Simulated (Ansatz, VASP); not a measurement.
One calculation of HfB2, two programs

File INCAR:

```
ALGO = Normal
EDIFF = 1E-6
EDIFFG = -0.01
ENCUT = 600
GGA = PE
IBRION = 2
ISIF = 3
ISMEAR = -1
LASPH = T
LCHARG = F
LDAU = T
LDAUJ = 0 0
LDAUL = 2 -1
LDAUPRINT = 1
LDAUTYPE = 2
LDAUU = 4 0
LMAXMIX = 4
LREAL = F
LWAVE = F
NELM = 150
NSW = 60
PREC = Accurate
SIGMA = 0.05
```

Contents of KPOINTS:

```
k-points
0
Gamma
  10 10 8
```

File POSCAR:

```
HfB2
1.0
    3.1400000000      0.0000000000      0.0000000000
   -1.5700000000      2.7193197679      0.0000000000
    0.0000000000      0.0000000000      3.4800000000
Hf B
1 2
Direct
    0.0000000000      0.0000000000      0.0000000000
    0.6666666667      0.3333333333      0.5000000000
    0.3333333333      0.6666666667      0.5000000000
```

The input input.yaml:

```yaml
crystal:
  lattice:
    - [3.14, 0.0, 0.0]
    - [-1.57, 2.7193197679, 0.0]
    - [0.0, 0.0, 3.48]
  atoms:
    - { symbol: Hf, position: [0.0, 0.0, 0.0] }
    - { symbol: B, position: [0.6666666667, 0.3333333333, 0.5] }
    - { symbol: B, position: [0.3333333333, 0.6666666667, 0.5] }
hamiltonian:
  xc: pbe
  pseudopotentials: { kind: paw }
  hubbard: { sites: [{ species: Hf, l: d, u_eff: 4.0 }] }
kpoints:
  mp_grid: { grid: [10, 10, 8] }
scf:
  occupations: { method: fermi_dirac, width: 0.05 }
output:
  forces: true
  stress: true
  eigenvalues: true
relax:
  f_tol: 0.01
  max_steps: 40
  cell: { stress_tol: 0.05 }
```

Alike in both runs: task relaxation of cell and atoms; functional PBE; k mesh 10 × 10 × 8; occupations fermi-dirac, width 0.05 eV; no spin polarisation; Hubbard terms Hf d U = 4.0 eV.

|  | VASP | Ansatz |
| --- | --- | --- |
| version | VASP 6.6.1 | Ansatz 0.2.0 |
| potentials or method | VASP PAW PBE potentials, release 64 (Hf_pv, B) | Ansatz PAW |
| plane-wave cutoff (eV) | 600 | 420 |
| valence electrons in the cell | 16 | 32 |

```tsv
	VASP	Ansatz	Ansatz less VASP
gap on the k mesh at the Fermi level, each at its own relaxed structure (eV)	none	none	-
relaxed volume (Å³/atom)	10.41	10.14	-0.273
relaxed cell length with the largest relative difference (Å)	3.577	3.539	-0.0380
```

The programs project onto different local orbitals, so the same U acts differently, and such runs can settle in different states. A gap of «none» marks a metal or a gap that the smearing closes. VASP's potentials hold 16 valence electrons a cell and Ansatz's 32, so a difference there can come from the potentials and not from the codes.

Neither program's run includes spin-orbit coupling. Noted on Ansatz's run: the plane-wave basis is chosen anew once the cell has moved, so the energies of steps on either side of that aren't comparable.
